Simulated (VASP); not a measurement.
MnSe:

```xyz
2
Lattice="0.0000 2.9100 2.9100 2.9100 0.0000 2.9100 2.9100 2.9100 0.0000" Properties=species:S:1:pos:R:3 pbc="T T T"
Mn    0.0000    0.0000    0.0000
Se    4.3650    4.3650    4.3650
```

Base run:

```yaml
Program: VASP 6.6.1
Functional: PBEsol
Potentials_or_basis: VASP PAW PBE potentials, release 64 (Mn_pv, Se)
Cutoff: 500 eV
k_mesh: 8 × 8 × 8
Occupations: fermi-dirac, width 0.05 eV
Spin: collinear spin, ferromagnetic start
Starting_moments: "[5.2, 0.0] μB"
```

Its results: pressure -0.2 GPa; net moment 4.87 μB per cell; site moments Mn +4.29; Se +0.08 μB.

Q: The run is repeated on the same cell with these changes: hubbard terms from none to Mn d U = 4.0 eV. What comes out?

A: Pressure 3.8 GPa; net moment 5.00 μB per cell; site moments Mn +4.57; Se +0.03 μB.

Caveats: the PAW data sets were made with another functional, which shifts forces and pressure a little; a cell with one magnetic atom can't hold antiferromagnetic order, which such compounds often take; the cell stands under pressure (at least some runs).
